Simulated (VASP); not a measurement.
Runs of VASP 6.6.1 on SnSe2. The structure is that of space group P-3m1 (No. 164), or close to it. The cells are those of the table. 

```tsv
cell	gap on the mesh (eV)	pressure (GPa)	largest force (eV/Å)
a = 3.963, b = 3.963, c = 5.892 Å, angles 90.0, 90.0, 120.0°, 3 atoms	-	-2.4	(b)
a = 4.116, b = 4.116, c = 6.137 Å, angles 90.0, 90.0, 120.0°, 3 atoms	-	(a)	0.25
a = 3.506, b = 3.506, c = 5.892 Å, angles 90.0, 90.0, 120.0°, 3 atoms	0.78	24.7	3.14
a = 3.963, b = 3.963, c = 5.646 Å, angles 90.0, 90.0, 120.0°, 3 atoms	0.05	0.2	1.09
a = 3.659, b = 3.659, c = 6.137 Å, angles 90.0, 90.0, 120.0°, 3 atoms	0.68	7.5	1.25
```

Alike in all rows: task single point; level PBEsol+D3(BJ); potentials or basis VASP PAW PBE potentials, release 64 (Sn_d, Se); no spin polarisation; k mesh 12 × 12 × 6; cutoff (eV) 520; smearing gaussian 0.05 eV.

Task: Estimate the missing entries.

Result: (a) -7.4; (b) 0.58.

Caveats: the PAW data sets were made with another functional, which shifts forces and pressure a little; spin-orbit coupling is left out, which moves the levels of the heavy elements.

A k mesh can miss the band edges, and the runs leave out spin-orbit coupling on Se, Sn.
